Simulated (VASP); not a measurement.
# Sb in VASP: notebook

Runs on Sb. Level: PBEsol. Tasks: single point.

Program: VASP 6.6.1. These are calculated values, not measurements. Logs are shortened: lines on timing, memory, paths and dates and some standing lists are left out, and cuts for length are marked.

## (1) The cell of the first run

Symmetry: Pm-3m, No. 221, cubic system. The conventional cell has a = 3.222 Å, b = 3.222 Å, c = 3.222 Å, α = 90.00°, β = 90.00°, γ = 90.00°. Sb (site symmetry m-3m) has 6 Sb at 3.22 Å within 4.2 Å.

## (2) Single point, PBEsol (volume scaled by 1.06)

Contents of INCAR:

```
SYSTEM = Sb
PREC = Accurate ; ENCUT = 520
EDIFF = 1E-7 ; ISMEAR = -1
SIGMA = 0.05 ; LREAL = .FALSE.
LASPH = .TRUE. ; NELM = 100
ALGO = Normal ; ISIF = 2
LWAVE = .FALSE. ; LCHARG = .TRUE.
GGA = PS ; LELF = .TRUE.
LVHAR = .TRUE. ; NBANDS = 8
```

Contents of KPOINTS:

```
Automatic mesh
0
G
  13 13 13
  0 0 0
```

Contents of POSCAR:

```
Sb
1.0
    3.2219765188      0.0000000000      0.0000000000
    0.0000000000      3.2219765188      0.0000000000
    0.0000000000      0.0000000000      3.2219765188
Sb
1
Direct
    0.0000000000      0.0000000000      0.0000000000
```

Potentials or basis: VASP PAW PBE potentials, release 64 (Sb).

Started as:

```
$ cat potpaw_PBE.64/Sb/POTCAR > POTCAR
$ mpirun -np 1 vasp_std > vasp.out
```

OUTCAR:

```text
SYSTEM = Sb
   PREC = Accurate
   ENCUT = 520
   EDIFF = 1E-7
   ISMEAR = -1
   LREAL = .FALSE.
   LASPH = .TRUE.
   NELM = 100
   ISIF = 2
   GGA = PS

 ion  position               nearest neighbor table
   1  0.000  0.000  0.000-

  LATTYP: Found a simple cubic cell.
 ALAT       =     3.2219765188

  Lattice vectors:

 A1 = (   3.2219765188,   0.0000000000,   0.0000000000)
 A2 = (   0.0000000000,   3.2219765188,   0.0000000000)
 A3 = (   0.0000000000,   0.0000000000,   3.2219765188)

Analysis of symmetry for initial positions (statically):
=====================================================================
 Subroutine PRICEL returns:
 Original cell was already a primitive cell.

 Routine SETGRP: Setting up the symmetry group for a
 simple cubic supercell.

 Subroutine GETGRP returns: Found 48 space group operations
 (whereof 48 operations were pure point group operations)
 out of a pool of 48 trial point group operations.

The static configuration has the point symmetry O_h .

Analysis of symmetry for dynamics (positions and initial velocities):
=====================================================================
 Subroutine PRICEL returns:
 Original cell was already a primitive cell.

 Routine SETGRP: Setting up the symmetry group for a
 simple cubic supercell.

 Subroutine GETGRP returns: Found 48 space group operations
 (whereof 48 operations were pure point group operations)
 out of a pool of 48 trial point group operations.

The dynamic configuration has the point symmetry O_h .

 Subroutine INISYM returns: Found 48 space group operations
 (whereof 48 operations are pure point group operations),
 and found     1 'primitive' translations

----------------------------------------------------------------------------------------

                                     Primitive cell

  volume of cell :      33.4478

  direct lattice vectors                    reciprocal lattice vectors
     3.221976519  0.000000000  0.000000000     0.310368494  0.000000000  0.000000000
     0.000000000  3.221976519  0.000000000     0.000000000  0.310368494  0.000000000
     0.000000000  0.000000000  3.221976519     0.000000000  0.000000000  0.310368494

  length of vectors
     3.221976519  3.221976519  3.221976519     0.310368494  0.310368494  0.310368494

  position of ions in fractional coordinates (direct lattice)
     0.000000000  0.000000000  0.000000000

  ion indices of the primitive-cell ions
   primitive index   ion index
                 1           1

----------------------------------------------------------------------------------------

 KPOINTS: Automatic mesh

Automatic generation of k-mesh.
 Grid dimensions read from file:
 generate k-points for:   13   13   13

 Generating k-lattice:

  Cartesian coordinates                     Fractional coordinates (reciprocal lattice)
     0.023874500  0.000000000  0.000000000     0.076923077  0.000000000  0.000000000
     0.000000000  0.023874500  0.000000000     0.000000000  0.076923077  0.000000000
     0.000000000  0.000000000  0.023874500     0.000000000  0.000000000  0.076923077

  Length of vectors
     0.023874500  0.023874500  0.023874500

  Shift w.r.t. Gamma in fractional coordinates (k-lattice)
     0.000000000  0.000000000  0.000000000

 Subroutine IBZKPT returns following result:
 ===========================================

 Found     84 irreducible k-points:

 Following reciprocal coordinates:
            Coordinates               Weight
  0.000000  0.000000  0.000000      1.000000
  0.076923  0.000000  0.000000      6.000000
  0.153846  0.000000  0.000000      6.000000
  0.230769  0.000000  0.000000      6.000000
  0.307692  0.000000  0.000000      6.000000
  0.384615  0.000000  0.000000      6.000000
[... 16 lines left out ...]
  0.307692  0.307692  0.000000     12.000000
  0.384615  0.307692  0.000000     24.000000
 [... further k-points ...]
   k-points           NKPTS =     84   k-points in BZ     NKDIM =     84   number of bands    NBANDS=      8
   number of dos      NEDOS =    301   number of ions     NIONS =      1
   total plane-waves  NPLWV =  13824
   dimension x,y,z NGX =    24 NGY =   24 NGZ =   24
   dimension x,y,z NGXF=    48 NGYF=   48 NGZF=   48
   ions per type =               1
   NGX,Y,Z   is equivalent  to a cutoff of  12.38, 12.38, 12.38 a.u.
   NGXF,Y,Z  is equivalent  to a cutoff of  24.77, 24.77, 24.77 a.u.
 SYSTEM =  Sb
   PREC   = accura    normal or accurate (medium, high low for compatibility)
   ISTART =      0    job   : 0-new  1-cont  2-samecut
   ICHARG =      2    charge: 1-file 2-atom 10-const
   ISPIN  =      1    spin polarized calculation?
   LNONCOLLINEAR =      F non collinear calculations
   LSORBIT =      F    spin-orbit coupling
   LASPH  =      T    aspherical Exc in radial PAW
   ENCUT  =  520.0 eV  38.22 Ry    6.18 a.u.   5.99  5.99  5.99*2*pi/ulx,y,z
   NELM   =    100;   NELMIN=  2; NELMDL= -5     # of ELM steps
   EDIFF  = 0.1E-06   stopping-criterion for ELM
   LREAL  =      F    real-space projection
   EDIFFG = 0.1E-05   stopping-criterion for IOM
   NSW    =      0    number of steps for IOM
   IBRION =     -1    ionic relax: 0-MD 1-quasi-New 2-CG
   NFREE  =      0    steps in history (QN), initial steepest desc. (CG)
   ISIF   =      2    stress and relaxation
   ISYM   =      2    0-nonsym 1-usesym 2-fastsym
   POTIM  = 0.5000    time-step for ionic-motion
   TEBEG  =    0.0;   TEEND  =   0.0 temperature during run
   PSTRESS=    0.0 pullay stress
   NELECT =       5.0000    total number of electrons
   NUPDOWN=      -1.0000    fix difference up-down
   EMIN   =  10.00;   EMAX   =-10.00  energy-range for DOS
[... 5 lines left out ...]
     AMIX     =   0.40;   BMIX     =  1.00
     AMIX_MAG =   1.60;   BMIX_MAG =  1.00
  volume/ion in A,a.u.               =      33.45       225.72
  Fermi-wavevector in a.u.,A,eV,Ry     =   0.868845  1.641880 10.270932  0.754892
  Thomas-Fermi vector in A             =   1.987582
   LORBIT       =      0    0 simple, 1 ext, 2 COOP (PROOUT), +10 PAW based schemes
   GGA     = PS    functional components
   LHFCALC =     F    Hartree Fock is set to
   AEXX    =    0.0000 exact exchange contribution
   IVDW    =     0    specifies the selected vdW correction
   LEPSILON=     F    determine dielectric tensor
   LRPA    =     F    only Hartree local field effects (RPA)
 non-spin polarized calculation
  energy-cutoff  :      520.00
  volume of cell :       33.45
 maximum number of plane-waves:       916
 NGX is ok and might be reduce to    24
   NGX = 11   NGY = 11   NGZ = 11

 number of electron       5.0000000 magnetization

 Free energy of the ion-electron system (eV)
  ---------------------------------------------------
  ext. energy  EPLUGINS =         0.00000000
  ---------------------------------------------------
  free energy    TOTEN  =        -4.43150006 eV

  energy without entropy =       -4.42841393  energy(sigma->0) =       -4.42995699

 E-fermi :   5.6580     XC(G=0):  -9.2802

 val. band max:        5.6106772434   @ k =   0.3846   0.3077   0.3077
 cond. band min:       5.6705977131   @ k =   0.3077   0.2308   0.1538
 fundamental gap:      0.0599204698
 Fermi energy:         5.6579518222

 k-point     1 :       0.0000    0.0000    0.0000
  band No.  band energies     occupation
      1      -5.9547      2.00000
      2       8.5938      0.00000
      3       8.5938      0.00000
      4       8.5938      0.00000
      5      12.4647      0.00000
      6      12.4647      0.00000
      7      13.0804      0.00000
      8      22.6857      0.00000

 k-point     2 :       0.0769    0.0000    0.0000
  band No.  band energies     occupation
      1      -5.8790      2.00000
      2       7.6677      0.00000
      3       8.6661      0.00000
      4       8.6661      0.00000
      5      12.5292      0.00000
      6      12.8597      0.00000
      7      13.8017      0.00000
      8      21.8804      0.00000

 k-point     3 :       0.1538    0.0000    0.0000
  band No.  band energies     occupation
      1      -5.6552      2.00000
      2       5.9961      0.00231
      3       8.8758      0.00000
      4       8.8758      0.00000
      5      12.7212      0.00000
      6      13.1361      0.00000
      7      15.7503      0.00000
      8      20.5883      0.00000

 k-point     4 :       0.2308    0.0000    0.0000
  band No.  band energies     occupation
      1      -5.2960      2.00000
      2       4.3114      2.00000
      3       9.2001      0.00000
      4       9.2001      0.00000
      5      13.0343      0.00000
      6      13.5087      0.00000
      7      17.8544      0.00000
      8      19.3142      0.00000

 k-point     5 :       0.3077    0.0000    0.0000
  band No.  band energies     occupation
      1      -4.8324      2.00000
      2       2.8030      2.00000
      3       9.5930      0.00000
      4       9.5930      0.00000
      5      13.4518      0.00000
      6      14.0241      0.00000
      7      18.1809      0.00000
      8      18.1809      0.00000
[... 177 lines left out ...]
 k-point    22 :       0.4615    0.2308    0.0000
  band No.  band energies     occupation
      1      -3.3110      2.00000
      2       1.5001      2.00000
      3       6.1346      0.00014
      4      10.8253      0.00000
      5      11.3255      0.00000
      6      15.5952      0.00000
      7      17.2784      0.00000
      8      17.3386      0.00000

 k-point    23 :       0.3077    0.3077    0.0000
  band No.  band energies     occupation
      1      -3.7016      2.00000
      2       3.7459      2.00000
      3       3.9932      2.00000
      4      10.5920      0.00000
      5      11.6246      0.00000
      6      14.9371      0.00000
      7      18.9116      0.00000
      8      19.2263      0.00000

 k-point    24 :       0.3846    0.3077    0.0000
  band No.  band energies     occupation
      1      -3.2005      2.00000
      2       2.6455      2.00000
      3       4.3174      2.00000
      4      10.5771      0.00000
      5      10.9696      0.00000
      6      15.5064      0.00000
      7      18.2035      0.00000
      8      18.5860      0.00000

 [... further k-points ...]
[... 5 lines left out ...]
  --------------------------------------------------------------------------------------
  -------------------------------------------------------------------------------------
  Total       -1.4343699     -1.4343699     -1.4343699      0.0000000      0.0000000      0.0000000
  in kB      -68.7075757    -68.7075757    -68.7075757      0.0000000      0.0000000      0.0000000
  external PRESSURE =     -68.7075757 kB  Pullay stress =       0.0000000 kB

 VOLUME and BASIS-vectors are now :
 -----------------------------------------------------------------------------
  energy-cutoff  :      520.00
  volume of cell :       33.45
      direct lattice vectors                 reciprocal lattice vectors
     3.221976519  0.000000000  0.000000000     0.310368494  0.000000000  0.000000000
     0.000000000  3.221976519  0.000000000     0.000000000  0.310368494  0.000000000
     0.000000000  0.000000000  3.221976519     0.000000000  0.000000000  0.310368494

 POSITION                                       TOTAL-FORCE (eV/Angst)
 -----------------------------------------------------------------------------------
      0.00000      0.00000      0.00000         0.000000      0.000000      0.000000
 -----------------------------------------------------------------------------------
    total drift:                               -0.000000      0.000000      0.000000

  FREE ENERGIE OF THE ION-ELECTRON SYSTEM (eV)
  ---------------------------------------------------
  free  energy   TOTEN  =        -4.4315000595 eV

  energy  without entropy=       -4.4284139284  energy(sigma->0) =       -4.42995699
```

Wall time 4.7 s (1 thread of Intel Xeon 6975P-C (Granite Rapids), shared host); peak memory 0.14 GiB.

Results:

| Item | Value |
| --- | --- |
| Free energy | -4.4315 eV |
| Pressure | -6.9 GPa |

Levels at points of the mesh, in eV from the Fermi level:
| k point | band 1 | band 2 | band 3 | band 4 | band 5 |
| --- | --- | --- | --- | --- | --- |
| (0.00, 0.00, 0.00) | -11.61 | 2.94 | 2.94 | 2.94 | 6.81 |

Caveat: the PAW data sets were made with another functional, which shifts forces and pressure a little; spin-orbit coupling is left out, which moves the levels of the heavy elements.

## (3) Single point, PBEsol (volume scaled by 1.04)

Contents of INCAR:

```
SYSTEM = Sb
PREC = Accurate
ENCUT = 520
EDIFF = 1E-6
ISMEAR = -1
SIGMA = 0.05
LREAL = .FALSE.
LASPH = .TRUE.
NELM = 60
ALGO = Normal
ISIF = 2
LWAVE = .FALSE.
LCHARG = .FALSE.
GGA = PS
NBANDS = 8
```

Contents of KPOINTS:

```
regular mesh
0
G
  13 13 13
  0 0 0
```

Contents of POSCAR:

```
Sb
1.0
    3.2015837161      0.0000000000      0.0000000000
    0.0000000000      3.2015837161      0.0000000000
    0.0000000000      0.0000000000      3.2015837161
Sb
1
Direct
    0.0000000000      0.0000000000      0.0000000000
```

Potentials or basis: VASP PAW PBE potentials, release 64 (Sb).

Started as:

```
$ cat potpaw_PBE.64/Sb/POTCAR > POTCAR
$ mpirun -np 1 vasp_std > vasp.out
```

Run time: 4.3 s. Hardware: 1 thread of Intel Xeon 6975P-C (Granite Rapids), shared host; peak memory 0.14 GiB.

The run converged. Its results:

| Item | Value |
| --- | --- |
| Free energy | -4.4574 eV |
| Pressure | -6.3 GPa |

Levels at points of the mesh, in eV from the Fermi level:
| k point | band 1 | band 2 | band 3 | band 4 | band 5 |
| --- | --- | --- | --- | --- | --- |
| (0.00, 0.00, 0.00) | -11.74 | 2.98 | 2.98 | 2.98 | 6.82 |

Caveat: the PAW data sets were made with another functional, which shifts forces and pressure a little; spin-orbit coupling is left out, which moves the levels of the heavy elements.

## (4) Single point, PBEsol (zz strain of +2 %)

Contents of INCAR:

```
PREC     = Accurate       # precision mode
ENCUT    = 520            # plane-wave cutoff, eV
EDIFF    = 1E-7           # SCF threshold, eV
ISMEAR   = -1             # smearing method
SIGMA    = 0.05           # smearing width, eV
LREAL    = False          # projectors in reciprocal space
LASPH    = True           # aspherical terms in the spheres
NELM     = 80             # most SCF steps
ALGO     = Normal         # electronic algorithm
ISIF     = 2              # what is computed and relaxed
LWAVE    = False          # write WAVECAR
LCHARG   = False          # write CHGCAR
GGA      = PS             # functional
NBANDS   = 8              # bands
```

Contents of KPOINTS:

```
Automatic mesh
0
Gamma
  13 13 13
```

Contents of POSCAR:

```
Sb
1.0
    3.1600000000      0.0000000000      0.0000000000
    0.0000000000      3.1600000000      0.0000000000
    0.0000000000      0.0000000000      3.2232000000
Sb
1
Direct
    0.0000000000      0.0000000000      0.0000000000
```

Started as:

```
$ cat potpaw_PBE.64/Sb/POTCAR > POTCAR
$ mpirun -np 1 vasp_std > vasp.out
```

Run time: 32 s. Hardware: 1 thread of Intel Xeon Platinum 8259CL at 2.50GHz (Skylake/Cascade Lake), shared host; peak memory 0.17 GiB.

The run converged. Its results:

| Quantity | Value |
| --- | --- |
| Free energy | -4.4776 eV |
| Pressure | -5.6 GPa |

Stress tensor (GPa, compression positive):
```
-4.75  0.00  0.00
 0.00 -4.75  0.00
 0.00  0.00 -7.22
```

Levels at points of the mesh, in eV from the Fermi level:
| k point | band 1 | band 2 | band 3 | band 4 | band 5 | band 6 | band 7 |
| --- | --- | --- | --- | --- | --- | --- | --- |
| (0.00, 0.00, 0.00) | -11.89 | 2.69 | 3.20 | 3.20 | 6.65 | 6.95 | 7.71 |

Caveat: the cell differs from its parent crystal (zz strain of +2 %); the PAW data sets were made with another functional, which shifts forces and pressure a little; spin-orbit coupling is left out, which moves the levels of the heavy elements.

## (5) Single point, PBEsol (equal xy, yz and zx shear strains of -3 %)

Contents of INCAR:

```
ALGO     = Normal         # electronic algorithm
EDIFF    = 1E-6           # SCF threshold, eV
ENCUT    = 520            # plane-wave cutoff, eV
GGA      = PS             # functional
ISIF     = 2              # what is computed and relaxed
ISMEAR   = -1             # smearing method
LASPH    = True           # aspherical terms in the spheres
LCHARG   = True           # write CHGCAR
LELF     = True           # ELF
LREAL    = False          # projectors in reciprocal space
LVHAR    = True         
LWAVE    = False          # write WAVECAR
NBANDS   = 8              # bands
NELM     = 100            # most SCF steps
PREC     = Accurate       # precision mode
SIGMA    = 0.05           # smearing width, eV
```

Contents of KPOINTS:

```
k-points
0
Gamma
  13 13 13
```

Contents of POSCAR:

```
Sb
1.0
    3.1600000000     -0.0474000000     -0.0474000000
   -0.0474000000      3.1600000000     -0.0474000000
   -0.0474000000     -0.0474000000      3.1600000000
Sb
1
Direct
    0.0000000000      0.0000000000      0.0000000000
```

Started as:

```
$ cat potpaw_PBE.64/Sb/POTCAR > POTCAR
$ mpirun -np 1 vasp_std > vasp.out
```

Run time: 26 s. Hardware: 1 thread of Intel Xeon Platinum 8259CL at 2.50GHz (Skylake/Cascade Lake), shared host; peak memory 0.18 GiB.

The run converged. Its results:

```
Free energy : -4.4983 eV
Pressure    : -4.9 GPa
```

Stress tensor (GPa, compression positive):
```
-4.88  0.45  0.45
 0.45 -4.88  0.45
 0.45  0.45 -4.88
```

Levels at points of the mesh, in eV from the Fermi level:
```tsv
k point	band 1	band 2	band 3	band 4	band 5	band 6	band 7
(0.00, 0.00, 0.00)	-12.02	2.96	3.16	3.16	6.88	6.88	7.77
```

Caveat: the cell differs from its parent crystal (equal xy, yz and zx shear strains of -3 %); the PAW data sets were made with another functional, which shifts forces and pressure a little; spin-orbit coupling is left out, which moves the levels of the heavy elements.

## (6) Summary

| cell | gap on the mesh (eV) | pressure (GPa) |
| --- | --- | --- |
| a = 3.222 Å, 1 atom | none | -6.9 |
| a = 3.202 Å, 1 atom | none | -6.3 |
| a = 3.160, b = 3.160, c = 3.223 Å, 1 atom | none | -5.6 |
| a = 3.161 Å, angles 91.7°, 1 atom | none | -4.9 |

Alike in all rows: task single point; level PBEsol; potentials or basis VASP PAW PBE potentials, release 64 (Sb); no spin polarisation; k mesh 13 × 13 × 13; cutoff (eV) 520; smearing fermi-dirac 0.05 eV.

Caveats: the PAW data sets were made with another functional, which shifts forces and pressure a little; spin-orbit coupling is left out, which moves the levels of the heavy elements.

Total energies depend on the potentials used, so only differences within one code and one set of settings carry meaning.
